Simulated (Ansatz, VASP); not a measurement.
## CuI: VASP beside Ansatz

```
CELL_PARAMETERS angstrom
3.65850 -3.63686 0.00000
3.65850 3.63686 0.00000
0.00000 0.00000 4.30700
ATOMIC_POSITIONS crystal
Cu 0.42044 0.57956 0.75000
Cu 0.57956 0.42044 0.25000
I 0.77004 0.22996 0.75000
I 0.22996 0.77004 0.25000
```

Change from the starting cell: equal xx and yy strain of -2 %, crystal datasets.

Alike in both runs: task electric field gradients; functional PBE; k mesh 5 × 5 × 6; occupations fermi-dirac, width 0.02 eV; no spin polarisation.

|  | VASP | Ansatz |
| --- | --- | --- |
| version | VASP 6.6.1 | Ansatz 0.2.0 |
| potentials or method | VASP PAW PBE potentials, release 64 (Cu, I), cutoff 520 eV | all-electron PAW with datasets made for the crystal, scalar-relativistic |

|  | VASP | Ansatz | Ansatz less VASP |
| --- | --- | --- | --- |
| gap on the k mesh at the Fermi level (eV) | 1.12 | 1.10 | -0.017 |
| pressure (GPa) | 2.8 | 2.7 | -0.05 |
| traceless stress, the component that is largest in VASP (GPa) | -1.62 | -1.56 | +0.060 |
| rms of the force components (eV/Å) | 0.231 | 0.226 | -0.0046 |
| size of Vzz on the site where it differs most (V/Å²) | 388.7 | 402.4 | +13.74 |

Atom by atom the forces differ by 0.006 eV/Å (rms over components). Ansatz ran all-electron here, and VASP with PAW potentials.

Spin-orbit coupling is off throughout.
